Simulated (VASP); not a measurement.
# Mg3ZnC (Pm-3m) in VASP: single point with PBE

Aim: the single point of Mg3ZnC with PBE.

All numbers are computed with VASP 6.6.1; they aren't measurements. Logs are shortened: lines on timing, memory, paths and dates and some standing lists are left out, and cuts for length are marked.

### Step 1. The cell of the first run

It takes space group Pm-3m (No. 221, cubic). Conventional cell: a = 4.407 Å, b = 4.407 Å, c = 4.407 Å, α = 90.00°, β = 90.00°, γ = 90.00°. Mg (site symmetry 4/mmm) has 2 C at 2.20 Å within 2.9 Å. Zn (site symmetry m-3m) has 12 Mg at 3.12 Å and 8 C at 3.82 Å within 4.1 Å. C (site symmetry m-3m) has 6 Mg at 2.20 Å within 2.9 Å.

### Step 2. Single point, PBE

Input file INCAR:

```
SYSTEM = Mg3ZnC
PREC = Accurate
ENCUT = 520
EDIFF = 1E-6
ISMEAR = -1
SIGMA = 0.1
LREAL = .FALSE.
LASPH = .TRUE.
NELM = 80
ALGO = Normal
ISIF = 2
LWAVE = .FALSE.
LCHARG = .TRUE.
GGA = PE
LELF = .TRUE.
LVHAR = .TRUE.
NBANDS = 19
```

Input file KPOINTS:

```
regular mesh
0
G
  6 6 6
  0 0 0
```

Input file POSCAR:

```
Mg3ZnC
1.0
    4.4069310000      0.0000000000      0.0000000000
    0.0000000000      4.4069310000      0.0000000000
    0.0000000000      0.0000000000      4.4069310000
Mg Zn C
3 1 1
Direct
    0.0000000000      0.5000000000      0.5000000000
    0.5000000000      0.5000000000      0.0000000000
    0.5000000000      0.0000000000      0.5000000000
    0.0000000000      0.0000000000      0.0000000000
    0.5000000000      0.5000000000      0.5000000000
```

Potentials or basis: VASP PAW PBE potentials, release 64 (Mg, Zn, C).

Command:

```console
> cat potpaw_PBE.64/Mg/POTCAR potpaw_PBE.64/Zn/POTCAR potpaw_PBE.64/C/POTCAR > POTCAR
> mpirun -np 1 vasp_std > vasp.out
```

OUTCAR:

```text
SYSTEM = Mg3ZnC
   PREC = Accurate
   ENCUT = 520
   EDIFF = 1E-6
   ISMEAR = -1
   LREAL = .FALSE.
   LASPH = .TRUE.
   NELM = 80
   ISIF = 2
   GGA = PE

 ion  position               nearest neighbor table
   1  0.000  0.500  0.500-   5 2.20   5 2.20   4 3.12   2 3.12   2 3.12   4 3.12   3 3.12   4 3.12
                             4 3.12   2 3.12   3 3.12   3 3.12   2 3.12   3 3.12
   2  0.500  0.500  0.000-   5 2.20   5 2.20   4 3.12   1 3.12   1 3.12   3 3.12   3 3.12   3 3.12
                             4 3.12   3 3.12   1 3.12   4 3.12   1 3.12   4 3.12
   3  0.500  0.000  0.500-   5 2.20   5 2.20   4 3.12   1 3.12   2 3.12   4 3.12   1 3.12   2 3.12
                             2 3.12   2 3.12   1 3.12   4 3.12   4 3.12   1 3.12
   4  0.000  0.000  0.000-   1 3.12   2 3.12   3 3.12   1 3.12   3 3.12   1 3.12   2 3.12   1 3.12
                             2 3.12   3 3.12   3 3.12   2 3.12
   5  0.500  0.500  0.500-   1 2.20   2 2.20   3 2.20   2 2.20   3 2.20   1 2.20

  LATTYP: Found a simple cubic cell.
 ALAT       =     4.4069310000

  Lattice vectors:

 A1 = (   4.4069310000,   0.0000000000,   0.0000000000)
 A2 = (   0.0000000000,   4.4069310000,   0.0000000000)
 A3 = (   0.0000000000,   0.0000000000,   4.4069310000)

Analysis of symmetry for initial positions (statically):
=====================================================================
 Subroutine PRICEL returns:
 Original cell was already a primitive cell.

 Routine SETGRP: Setting up the symmetry group for a
 simple cubic supercell.

 Subroutine GETGRP returns: Found 48 space group operations
 (whereof 48 operations were pure point group operations)
 out of a pool of 48 trial point group operations.

The static configuration has the point symmetry O_h .

Analysis of symmetry for dynamics (positions and initial velocities):
=====================================================================
 Subroutine PRICEL returns:
 Original cell was already a primitive cell.

 Routine SETGRP: Setting up the symmetry group for a
 simple cubic supercell.

 Subroutine GETGRP returns: Found 48 space group operations
 (whereof 48 operations were pure point group operations)
 out of a pool of 48 trial point group operations.

The dynamic configuration has the point symmetry O_h .

 Subroutine INISYM returns: Found 48 space group operations
 (whereof 48 operations are pure point group operations),
 and found     1 'primitive' translations

----------------------------------------------------------------------------------------

                                     Primitive cell

  volume of cell :      85.5872

  direct lattice vectors                    reciprocal lattice vectors
     4.406931000  0.000000000  0.000000000     0.226915284  0.000000000  0.000000000
     0.000000000  4.406931000  0.000000000     0.000000000  0.226915284  0.000000000
     0.000000000  0.000000000  4.406931000     0.000000000  0.000000000  0.226915284

  length of vectors
     4.406931000  4.406931000  4.406931000     0.226915284  0.226915284  0.226915284

  position of ions in fractional coordinates (direct lattice)
     0.000000000  0.500000000  0.500000000
     0.500000000  0.500000000  0.000000000
     0.500000000  0.000000000  0.500000000
     0.000000000  0.000000000  0.000000000
     0.500000000  0.500000000  0.500000000

  ion indices of the primitive-cell ions
   primitive index   ion index
                 1           1
                 2           2
                 3           3
                 4           4
                 5           5

----------------------------------------------------------------------------------------

 KPOINTS: regular mesh

Automatic generation of k-mesh.
 Grid dimensions read from file:
 generate k-points for:    6    6    6

 Generating k-lattice:

  Cartesian coordinates                     Fractional coordinates (reciprocal lattice)
     0.037819214  0.000000000  0.000000000     0.166666667  0.000000000  0.000000000
     0.000000000  0.037819214  0.000000000     0.000000000  0.166666667  0.000000000
     0.000000000  0.000000000  0.037819214     0.000000000  0.000000000  0.166666667

  Length of vectors
     0.037819214  0.037819214  0.037819214

  Shift w.r.t. Gamma in fractional coordinates (k-lattice)
     0.000000000  0.000000000  0.000000000

 Subroutine IBZKPT returns following result:
 ===========================================

 Found     20 irreducible k-points:

 Following reciprocal coordinates:
            Coordinates               Weight
  0.000000  0.000000  0.000000      1.000000
  0.166667  0.000000  0.000000      6.000000
  0.333333  0.000000  0.000000      6.000000
  0.500000  0.000000  0.000000      3.000000
  0.166667  0.166667  0.000000     12.000000
  0.333333  0.166667  0.000000     24.000000
[... 12 lines left out ...]
  0.500000  0.500000  0.333333      6.000000
  0.500000  0.500000  0.500000      1.000000
   k-points           NKPTS =     20   k-points in BZ     NKDIM =     20   number of bands    NBANDS=     19
   number of dos      NEDOS =    301   number of ions     NIONS =      5
   total plane-waves  NPLWV =  46656
   dimension x,y,z NGX =    36 NGY =   36 NGZ =   36
   dimension x,y,z NGXF=    72 NGYF=   72 NGZF=   72
   ions per type =               3   1   1
   NGX,Y,Z   is equivalent  to a cutoff of  13.58, 13.58, 13.58 a.u.
   NGXF,Y,Z  is equivalent  to a cutoff of  27.16, 27.16, 27.16 a.u.
 SYSTEM =  Mg3ZnC
   PREC   = accura    normal or accurate (medium, high low for compatibility)
   ISTART =      0    job   : 0-new  1-cont  2-samecut
   ICHARG =      2    charge: 1-file 2-atom 10-const
   ISPIN  =      1    spin polarized calculation?
   LNONCOLLINEAR =      F non collinear calculations
   LSORBIT =      F    spin-orbit coupling
   LASPH  =      T    aspherical Exc in radial PAW
   ENCUT  =  520.0 eV  38.22 Ry    6.18 a.u.   8.19  8.19  8.19*2*pi/ulx,y,z
   NELM   =     80;   NELMIN=  2; NELMDL= -5     # of ELM steps
   EDIFF  = 0.1E-05   stopping-criterion for ELM
   LREAL  =      F    real-space projection
   EDIFFG = 0.1E-04   stopping-criterion for IOM
   NSW    =      0    number of steps for IOM
   IBRION =     -1    ionic relax: 0-MD 1-quasi-New 2-CG
   NFREE  =      0    steps in history (QN), initial steepest desc. (CG)
   ISIF   =      2    stress and relaxation
   ISYM   =      2    0-nonsym 1-usesym 2-fastsym
   POTIM  = 0.5000    time-step for ionic-motion
   TEBEG  =    0.0;   TEEND  =   0.0 temperature during run
   PSTRESS=    0.0 pullay stress
   NELECT =      22.0000    total number of electrons
   NUPDOWN=      -1.0000    fix difference up-down
   EMIN   =  10.00;   EMAX   =-10.00  energy-range for DOS
   EFERMI =   0.00;   METHOD = LEGACY
   ISMEAR =    -1;   SIGMA  =   0.10  broadening in eV -4-tet -1-fermi 0-gaus
   EFERMI_NEDOS =   21; number of points for ismear=-14 and -15
   IALGO  =     38    algorithm
   IMIX   =      4    mixing-type and parameters
     AMIX     =   0.40;   BMIX     =  1.00
     AMIX_MAG =   1.60;   BMIX_MAG =  1.00
  volume/ion in A,a.u.               =      17.12       115.51
  Fermi-wavevector in a.u.,A,eV,Ry     =   1.040909  1.967033 14.741800  1.083492
  Thomas-Fermi vector in A             =   2.175506
   LORBIT       =      0    0 simple, 1 ext, 2 COOP (PROOUT), +10 PAW based schemes
   GGA     = PE    functional components
   LHFCALC =     F    Hartree Fock is set to
   AEXX    =    0.0000 exact exchange contribution
   IVDW    =     0    specifies the selected vdW correction
   LEPSILON=     F    determine dielectric tensor
   LRPA    =     F    only Hartree local field effects (RPA)
 non-spin polarized calculation
  energy-cutoff  :      520.00
  volume of cell :       85.59
 maximum number of plane-waves:      2325
 NGX is ok and might be reduce to    36
   NGX = 17   NGY = 17   NGZ = 17

 number of electron      21.9999993 magnetization

 Free energy of the ion-electron system (eV)
  ---------------------------------------------------
  ext. energy  EPLUGINS =         0.00000000
  ---------------------------------------------------
  free energy    TOTEN  =       -14.03495844 eV

  energy without entropy =      -13.97334756  energy(sigma->0) =      -14.00415300

 E-fermi :   3.0335     XC(G=0):  -9.4718

 val. band max:        2.9497413037   @ k =   0.5000   0.1667   0.1667
 cond. band min:       3.1312582792   @ k =   0.5000   0.3333   0.1667
 fundamental gap:      0.1815169755
 Fermi energy:         3.0335002411

 k-point     1 :       0.0000    0.0000    0.0000
  band No.  band energies     occupation
      1      -7.6472      2.00000
      2      -4.1362      2.00000
      3      -4.1362      2.00000
      4      -4.0826      2.00000
      5      -4.0826      2.00000
      6      -4.0826      2.00000
[... 11 lines left out ...]
     18       9.8980      0.00000
     19       9.8980      0.00000

 k-point     2 :       0.1667    0.0000    0.0000
  band No.  band energies     occupation
      1      -7.5521      2.00000
      2      -4.1340      2.00000
      3      -4.1270      2.00000
      4      -4.0895      2.00000
      5      -4.0895      2.00000
      6      -4.0819      2.00000
[... 11 lines left out ...]
     18       9.3456      0.00000
     19       9.6649      0.00000

 k-point     3 :       0.3333    0.0000    0.0000
  band No.  band energies     occupation
      1      -7.3371      2.00000
      2      -4.1296      2.00000
      3      -4.1206      2.00000
      4      -4.1031      2.00000
      5      -4.1031      2.00000
      6      -4.0805      2.00000
[... 11 lines left out ...]
     18       9.1519      0.00000
     19      10.5582      0.00000

 k-point     4 :       0.5000    0.0000    0.0000
  band No.  band energies     occupation
      1      -7.2131      2.00000
      2      -4.1305      2.00000
      3      -4.1275      2.00000
      4      -4.1098      2.00000
      5      -4.1098      2.00000
      6      -4.0798      2.00000
[... 11 lines left out ...]
     18       9.2930      0.00000
     19      10.6781      0.00000

 k-point     5 :       0.1667    0.1667    0.0000
  band No.  band energies     occupation
      1      -7.4622      2.00000
      2      -4.1295      2.00000
      3      -4.1183      2.00000
      4      -4.0950      2.00000
      5      -4.0898      2.00000
      6      -4.0870      2.00000
[... 11 lines left out ...]
     18       9.9274      0.00000
     19      10.4493      0.00000

 k-point     6 :       0.3333    0.1667    0.0000
  band No.  band energies     occupation
      1      -7.2612      2.00000
      2      -4.1263      2.00000
      3      -4.1075      2.00000
      4      -4.1013      2.00000
      5      -4.0999      2.00000
      6      -4.0860      2.00000
[... 11 lines left out ...]
     18       9.4771      0.00000
     19      10.3163      0.00000

 k-point     7 :       0.5000    0.1667    0.0000
  band No.  band energies     occupation
      1      -7.1467      2.00000
      2      -4.1242      2.00000
      3      -4.1075      2.00000
      4      -4.1075      2.00000
      5      -4.1036      2.00000
      6      -4.0850      2.00000
[... 11 lines left out ...]
     18       8.8800      0.00000
     19       9.8221      0.00000

 k-point     8 :       0.3333    0.3333    0.0000
  band No.  band energies     occupation
      1      -7.0953      2.00000
      2      -4.1218      2.00000
      3      -4.1004      2.00000
      4      -4.0986      2.00000
      5      -4.0960      2.00000
      6      -4.0740      2.00000
[... 168 lines left out ...]
 k-point    16 :       0.5000    0.5000    0.1667
  band No.  band energies     occupation
      1      -6.8658      2.00000
      2      -4.1168      2.00000
      3      -4.1168      2.00000
      4      -4.1050      2.00000
      5      -4.0952      2.00000
      6      -4.0460      2.00000
[... 11 lines left out ...]
     18      11.2212      0.00000
     19      11.2212      0.00000

 k-point    17 :       0.3333    0.3333    0.3333
  band No.  band energies     occupation
      1      -6.8857      2.00000
      2      -4.1353      2.00000
      3      -4.1353      2.00000
      4      -4.1017      2.00000
      5      -4.0693      2.00000
      6      -4.0693      2.00000
[... 11 lines left out ...]
     18      11.2435      0.00000
     19      11.5090      0.00000

 k-point    18 :       0.5000    0.3333    0.3333
  band No.  band energies     occupation
      1      -6.8078      2.00000
      2      -4.1468      2.00000
      3      -4.1355      2.00000
      4      -4.1161      2.00000
      5      -4.0684      2.00000
      6      -4.0551      2.00000
[... 11 lines left out ...]
     18      11.9800      0.00000
     19      12.1970      0.00000

 k-point    19 :       0.5000    0.5000    0.3333
  band No.  band energies     occupation
      1      -6.7354      2.00000
      2      -4.1469      2.00000
      3      -4.1469      2.00000
      4      -4.1397      2.00000
      5      -4.0617      2.00000
      6      -4.0458      2.00000
[... 11 lines left out ...]
     18      12.3309      0.00000
     19      13.1182      0.00000

 k-point    20 :       0.5000    0.5000    0.5000
  band No.  band energies     occupation
      1      -6.6648      2.00000
      2      -4.1609      2.00000
      3      -4.1609      2.00000
      4      -4.1609      2.00000
      5      -4.0457      2.00000
      6      -4.0457      2.00000
[... 11 lines left out ...]
     18      14.5306      0.00000
     19      14.5306      0.00000

------------------------ aborting loop because EDIFF is reached ----------------------------------------

  FORCE on cell =-STRESS in cart. coord.  units (eV):
  Direction    XX          YY          ZZ          XY          YZ          ZX
  --------------------------------------------------------------------------------------
  -------------------------------------------------------------------------------------
  Total       -0.1488776     -0.1488776     -0.1488776     -0.0000000     -0.0000000      0.0000000
  in kB       -2.7869633     -2.7869633     -2.7869633     -0.0000000     -0.0000000      0.0000000
  external PRESSURE =      -2.7869633 kB  Pullay stress =       0.0000000 kB

 VOLUME and BASIS-vectors are now :
 -----------------------------------------------------------------------------
  energy-cutoff  :      520.00
  volume of cell :       85.59
      direct lattice vectors                 reciprocal lattice vectors
     4.406931000  0.000000000  0.000000000     0.226915284  0.000000000  0.000000000
     0.000000000  4.406931000  0.000000000     0.000000000  0.226915284  0.000000000
     0.000000000  0.000000000  4.406931000     0.000000000  0.000000000  0.226915284

 POSITION                                       TOTAL-FORCE (eV/Angst)
 -----------------------------------------------------------------------------------
      0.00000      2.20347      2.20347         0.000000      0.000000      0.000000
      2.20347      2.20347      0.00000         0.000000      0.000000      0.000000
      2.20347      0.00000      2.20347         0.000000      0.000000      0.000000
      0.00000      0.00000      0.00000         0.000000      0.000000      0.000000
      2.20347      2.20347      2.20347         0.000000      0.000000      0.000000
 -----------------------------------------------------------------------------------
    total drift:                                0.000000      0.000000      0.000000

  FREE ENERGIE OF THE ION-ELECTRON SYSTEM (eV)
  ---------------------------------------------------
  free  energy   TOTEN  =       -14.0349584411 eV

  energy  without entropy=      -13.9733475570  energy(sigma->0) =      -14.00415300
```

It took 25 s on 1 thread of Intel Xeon Platinum 8488C (Sapphire Rapids), shared host; peak memory 0.21 GiB.

Results:

| Property | Result |
| --- | --- |
| Free energy | -14.0350 eV |
| Pressure | -0.3 GPa |
| Band gap on the k mesh | zero (band 11 reaches 4.67 eV, above the bottom of band 12 at 1.27 eV) |

Levels at points of the mesh, in eV from the Fermi level:
```csv
k point,band 9,band 10,band 11,band 12,band 13,band 14
"(0.00, 0.00, 0.00)",-2.64,-2.64,1.63,1.63,2.69,2.69
"(0.50, 0.00, 0.00)",-2.14,-2.06,-1.04,1.34,1.34,2.97
"(0.50, 0.50, 0.00)",-4.36,-1.94,0.92,0.92,2.09,2.80
"(0.50, 0.50, 0.50)",-3.36,-3.09,-1.76,-1.76,-1.76,4.93
```
